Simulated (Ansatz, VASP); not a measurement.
CaY3Cl2 in VASP and in Ansatz

```
Ca Y Cl
1.0
     7.24937    0.00000    0.00000
    -3.62469    6.27814    0.00000
     0.00000    0.00000    3.68502
Ca Y Cl
1 3 2
Direct
  0.00000 0.00000 0.00000
  0.50000 0.00000 0.50000
  0.00000 0.50000 0.50000
  0.50000 0.50000 0.50000
  0.66667 0.33333 0.00000
  0.33333 0.66667 0.00000
```

Change from the starting cell: species swapped into the CeSi2Ir3 type (P6/mmm, No. 191).

Alike in both runs: functional PBE; k mesh 6 × 6 × 10; occupations gaussian, width 0.1 eV; no spin polarisation.

Ansatz relaxed the structure, and its values are those at the end. VASP's run is a single point on that final structure, the one shown.

|  | VASP | Ansatz |
| --- | --- | --- |
| version | VASP 6.6.1 | Ansatz 0.2.0 |
| potentials or method | VASP PAW PBE potentials, release 64 (Ca_sv, Y_sv, Cl), cutoff 520 eV | scalar-relativistic, plane waves, PAW |
| valence electrons in the cell | 57 | 57 |

```csv
,VASP,Ansatz,Ansatz less VASP
gap on the k mesh at the Fermi level (eV),none,none,-
pressure (GPa),0.0,0.0,-0.03
```

A gap of «none» marks a metal or a gap that the smearing closes. The functional is the same, so the differences come from potentials, cutoffs and numerics.
